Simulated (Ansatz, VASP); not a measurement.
RbCl in VASP and in Ansatz

```
Rb Cl
1.0
     0.00000    3.30871    3.30871
     3.30871    0.00000    3.30871
     3.30871    3.30871    0.00000
Rb Cl
1 1
Direct
  0.00000 0.00000 0.00000
  0.50000 0.50000 0.50000
```

Alike in both runs: task single point; functional PBE; k mesh 4 × 4 × 4; no spin polarisation.

|  | VASP | Ansatz |
| --- | --- | --- |
| version | VASP 6.6.1 | Ansatz 0.2.0 |
| potentials or method | VASP PAW PBE potentials, release 64 (Rb_sv, Cl), cutoff 500 eV | scalar-relativistic, plane waves, PAW |
| occupations | methfessel-paxton of order 1, width 0.272114 eV | cold |
| valence electrons in the cell | 16 | 16 |

```csv
,VASP,Ansatz,Ansatz less VASP
gap on the k mesh at the Fermi level (eV),4.95,4.95,-0.003
least direct gap on the mesh (eV),4.95,4.95,-0.003
```
